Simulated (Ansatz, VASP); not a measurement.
Ti in VASP and in Ansatz

The input INCAR:

```
ALGO = Normal ; EDIFF = 1E-7
ENCUT = 520 ; GGA = PS
ISIF = 2 ; ISMEAR = -1
LASPH = T ; LCHARG = F
LREAL = F ; LWAVE = F
NBANDS = 12 ; NELM = 60
PREC = Accurate ; SIGMA = 0.05
```

Contents of KPOINTS:

```
k-points
0
Gamma
  11 11 11
```

File POSCAR:

```
Ti
1.0
   -1.6299862453      1.6299862453      1.6299862453
    1.6299862453     -1.6299862453      1.6299862453
    1.6299862453      1.6299862453     -1.6299862453
Ti
1
Direct
    0.0000000000      0.0000000000      0.0000000000
```

input.yaml

```yaml
crystal:
  lattice:
    - [-1.6299862453, 1.6299862453, 1.6299862453]
    - [1.6299862453, -1.6299862453, 1.6299862453]
    - [1.6299862453, 1.6299862453, -1.6299862453]
  atoms:
    - { symbol: Ti, position: [0.0, 0.0, 0.0] }
kpoints:
  mp_grid: { grid: [11, 11, 11] }
scf:
  occupations: { method: fermi_dirac, width: 0.05 }
hamiltonian:
  xc: pbesol
  pseudopotentials: { kind: all_electron, lapw: { basis_error: 0.0005 } }
output:
  forces: true
  stress: true
  eigenvalues: true
```

Change from the starting cell: volume scaled by 0.98.

Alike in both runs: task single point; functional PBEsol; k mesh 11 × 11 × 11; occupations fermi-dirac, width 0.05 eV; no spin polarisation.

|  | VASP | Ansatz |
| --- | --- | --- |
| version | VASP 6.6.1 | Ansatz 0.2.0 |
| potentials or method | VASP PAW PBE potentials, release 64 (Ti_sv), cutoff 520 eV | all-electron LAPW, scalar-relativistic |

Ansatz gave:

* gap on the k mesh at the Fermi level (eV): none
* pressure (GPa): -4.9

Task: Which values does VASP return?

Result: gap on the k mesh at the Fermi level (eV): none; pressure (GPa): -5.1.

VASP's potentials were made for PBE, not for PBEsol. A gap of «none» marks a metal or a gap that the smearing closes. Ansatz ran all-electron here, and VASP with PAW potentials.
